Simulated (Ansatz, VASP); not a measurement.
One calculation of NaF, two programs

INCAR

```
SYSTEM = NaF
PREC = Accurate ; ENCUT = 520
EDIFF = 1E-7 ; ISMEAR = 0
SIGMA = 0.02 ; LREAL = .FALSE.
LASPH = .TRUE. ; NELM = 60
ALGO = Normal ; ISIF = 2
LWAVE = .FALSE. ; LCHARG = .TRUE.
GGA = PS ; LELF = .TRUE.
LVHAR = .TRUE. ; NBANDS = 14
```

File KPOINTS:

```
regular mesh
0
G
  8 8 8
  0 0 0
```

The input POSCAR:

```
NaF
1.0
    0.0000000000      2.3151008940      2.3151008940
    2.3151008940      0.0000000000      2.3151008940
    2.3151008940      2.3151008940      0.0000000000
Na F
1 1
Direct
    0.0000000000      0.0000000000      0.0000000000
    0.5000000000      0.5000000000      0.5000000000
```

Input for Ansatz:

```yaml
crystal:
  lattice:
    - [0.0, 2.315100894, 2.315100894]
    - [2.315100894, 0.0, 2.315100894]
    - [2.315100894, 2.315100894, 0.0]
  atoms:
    - { symbol: Na, position: [0.0, 0.0, 0.0] }
    - { symbol: F, position: [0.5, 0.5, 0.5] }
basis:
  ecutwfc: 420
kpoints:
  mp_grid: { grid: [8, 8, 8] }
  band_path:
    path:
      - [[0.0, 0.0, 0.0], [0.5, 0.0, 0.5], [0.625, 0.25, 0.625]]
      - [[0.375, 0.375, 0.75], [0.0, 0.0, 0.0], [0.5, 0.5, 0.5], [0.5, 0.25, 0.75], [0.5, 0.0, 0.5]]
    npoints: 14
hamiltonian:
  xc: pbesol
scf:
  occupations: { method: gaussian, width: 0.02 }
  n_extra_bands: 6
output:
  forces: true
  stress: true
  eigenvalues: true
  populations: true
  dos: { projected: true, de: 0.02, nscf_kmesh: { grid: [12, 12, 12] } }
  bader: true
  write_density: true
  write_potential: true
  elf: true
  volumetric_format: npy
```

Alike in both runs: task single point; functional PBEsol; k mesh 8 × 8 × 8; occupations gaussian, width 0.02 eV; no spin polarisation.

```csv
,VASP,Ansatz
version,VASP 6.6.1,Ansatz 0.2.0
potentials or method,"VASP PAW PBE potentials, release 64 (Na_pv, F), cutoff 520 eV","scalar-relativistic, plane waves, PAW"
valence electrons in the cell,14,16
```

```tsv
	VASP	Ansatz	Ansatz less VASP
gap on the k mesh at the Fermi level (eV)	6.17	6.19	+0.021
least direct gap on the mesh (eV)	6.17	6.19	+0.021
pressure (GPa)	0.0	0.0	0.00
```

VASP's potentials were made for PBE, not for PBEsol. VASP's potentials hold 14 valence electrons a cell and Ansatz's 16, so a difference there can come from the potentials and not from the codes.
